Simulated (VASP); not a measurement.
Write the native input for VASP 6.6.1 that does the following.

```yaml
Task: single point
Functional: PBE
Potentials_or_basis: VASP PAW PBE potentials, release 64 (P)
Cutoff: 520 eV
k_mesh: 18 × 18 × 17
Occupations: fermi-dirac, width 0.05 eV
Spin: no spin polarisation
Dipole_correction: no
Further_INCAR_settings: ALGO = Normal; EDIFF = 1e-06; NBANDS = 8
```

The structure of P lies in POSCAR:

```
P
1.0
    2.2131031419      0.0000000000      0.0000000000
   -1.1065515709      1.9166035420      0.0000000000
    0.0000000000      0.0000000000      2.0847970414
P
1
Direct
    0.0000000000      0.0000000000      0.0000000000
```

This cell differs from its parent crystal: volume scaled by 0.6.

One way to write it, as run:

INCAR

```
SYSTEM = P
PREC = Accurate
ENCUT = 520
EDIFF = 1E-6
ISMEAR = -1
SIGMA = 0.05
LREAL = .False.
LASPH = .True.
NELM = 100
ALGO = Normal
ISIF = 2
LWAVE = .False.
LCHARG = .False.
GGA = PE
NBANDS = 8
```

KPOINTS

```
regular mesh
0
Gamma
  18 18 17
  0 0 0
```

Potentials or basis: VASP PAW PBE potentials, release 64 (P).

Command:

```console
$ cat potpaw_PBE.64/P/POTCAR > POTCAR
$ mpirun -np 1 vasp_std > vasp.out
```

Results of the run:

```
Pressure : 124.6 GPa
```

It took 4.7 s on 1 thread of Intel(R) Xeon(R) Platinum 8559C (Emerald Rapids), with other jobs on the host, peak memory 0.11 GiB.
